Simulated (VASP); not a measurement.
Ga:

```
Ga
1.0
     1.45960   -4.09192    0.00000
     1.45960    4.09192    0.00000
     0.00000    0.00000    3.19099
Ga
2
Direct
  0.13300 0.86700 0.75000
  0.86700 0.13300 0.25000
```

This cell differs from its parent crystal: volume scaled by 1.02.

Base run:

- Program: VASP 6.6.1
- Functional: PBE
- Potentials or basis: VASP PAW PBE potentials, release 64 (Ga_d)
- Cutoff: 520 eV
- k mesh: 10 × 10 × 8
- Occupations: fermi-dirac, width 0.05 eV
- Spin: no spin polarisation

Its results: band gap on the k mesh zero (band 13 reaches 10.53 eV, above the bottom of band 14 at 1.32 eV); pressure 0.5 GPa; largest force 0.209 eV/Å.

Q: The run is repeated on the same cell with these changes: functional from PBE to r2SCAN; further incar settings from ALGO = Fast; EDIFF = 1e-06; NBANDS = 20 to ALGO = Normal; EDIFF = 1e-07; NBANDS = 20. What comes out?

A: Band gap on the k mesh zero (band 13 reaches 10.66 eV, above the bottom of band 14 at 1.01 eV); pressure -2.6 GPa; largest force 0.239 eV/Å.

Caveats: the PAW data sets were made with another functional, which shifts forces and pressure a little (some runs).
